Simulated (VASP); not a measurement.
Input of a VASP 6.6.1 run:

INCAR

```
ALGO = Fast
EDIFF = 1E-6
ENCUT = 520
GGA = PS
ISIF = 2
ISMEAR = 0
LASPH = T
LCHARG = F
LREAL = F
LWAVE = F
NBANDS = 12
NELM = 60
PREC = Accurate
SIGMA = 0.15
```

Contents of KPOINTS:

```
k-points
0
Gamma
  20 20 20
```

The input POSCAR:

```
Ti
1.0
    0.0000000000      2.1112000000      2.0300000000
    2.1112000000      0.0000000000      2.0300000000
    2.1112000000      2.1112000000      0.0000000000
Ti
1
Direct
    0.0000000000      0.0000000000      0.0000000000
```

Potentials or basis: VASP PAW PBE potentials, release 64 (Ti_sv).

Run with:

```console
$ cat potpaw_PBE.64/Ti_sv/POTCAR > POTCAR
$ mpirun -np 1 vasp_std > vasp.out
```

Problem. Predict the band gap on the k mesh.

Solution. Zero (band 6 reaches 8.47 eV, above the bottom of band 7 at 7.24 eV).

Problem. Predict the pressure.

Solution. -8.2 GPa.

Stress tensor (GPa, compression positive):
```
-8.65  0.00  0.00
 0.00 -8.65  0.00
 0.00  0.00 -7.36
```

Caveat: the cell differs from its parent crystal (strain +0.040 along x and y, +0.000 along z); the PAW data sets were made with another functional, which shifts forces and pressure a little.
